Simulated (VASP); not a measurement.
## BN: single point with PBEsol

BN:

```xyz
8
Lattice="4.5302 0.0000 0.0000 0.0000 4.5302 0.0000 0.0000 0.0000 2.4619" Properties=species:S:1:pos:R:3 pbc="T T T"
B     0.7889    3.7413    1.2309
B     1.4762    1.4762    0.0000
B     3.0540    3.0540    0.0000
B     3.7413    0.7889    1.2309
N     3.6803    3.6803    1.2309
N     1.4152    3.1150    0.0000
N     3.1150    1.4152    0.0000
N     0.8499    0.8499    1.2309
```

```
Program                : VASP 6.6.1
Task                   : single point
Functional             : PBEsol
Potentials or basis    : VASP PAW PBE potentials, release 64 (B, N)
Cutoff                 : 520 eV
k mesh                 : 6 × 6 × 10
Occupations            : gaussian, width 0.05 eV
Spin                   : no spin polarisation
Dipole correction      : no
Further INCAR settings : ALGO = Normal; EDIFF = 1e-06; NBANDS = 26
```

| Property | Result |
| --- | --- |
| Pressure | -6.4 GPa |
| Largest force | 0.524 eV/Å |
| Band gap on the k mesh | 4.55 eV, indirect (least direct gap 5.78 eV) |

Forces on the atoms (eV/Å):
```
B   -0.064  0.064  0.000
B    0.064  0.064  0.000
B   -0.064 -0.064  0.000
B    0.064 -0.064  0.000
N    0.370  0.370  0.000
N    0.370 -0.370  0.000
N   -0.370  0.370  0.000
N   -0.370 -0.370  0.000
```

Stress tensor (GPa, compression positive):
```
-22.85   0.00   0.00
  0.00 -22.85   0.00
  0.00   0.00  26.63
```

Levels at points of the mesh, in eV from the valence-band top:
| k point | band 13 | band 14 | band 15 | band 16 | band 17 | band 18 | band 19 | band 20 |
| --- | --- | --- | --- | --- | --- | --- | --- | --- |
| (0.00, 0.00, 0.00) | -0.17 | -0.17 | -0.14 | 0.00 | 7.43 | 7.43 | 8.29 | 8.29 |
| (0.50, 0.00, 0.00) | -1.30 | -1.30 | -1.01 | -1.01 | 7.48 | 7.48 | 8.41 | 8.41 |
| (0.50, 0.50, 0.00) | -2.39 | -2.39 | -1.89 | -1.89 | 7.05 | 7.05 | 9.04 | 9.04 |
| (0.00, 0.00, 0.50) | -4.25 | -4.25 | -3.20 | -3.20 | 6.27 | 6.27 | 9.74 | 9.74 |
| (0.50, 0.00, 0.50) | -3.33 | -3.33 | -2.37 | -2.37 | 6.53 | 6.53 | 8.44 | 8.44 |
| (0.50, 0.50, 0.50) | -2.73 | -2.73 | -2.51 | -2.51 | 5.98 | 5.98 | 6.46 | 6.46 |

Run time: 41 s on 1 thread of AMD EPYC 9R45 96-Core Processor (Zen 5) (shared host), peak memory 0.16 GiB.

Caveat: the PAW data sets were made with another functional, which shifts forces and pressure a little. A k mesh can miss the band edges.
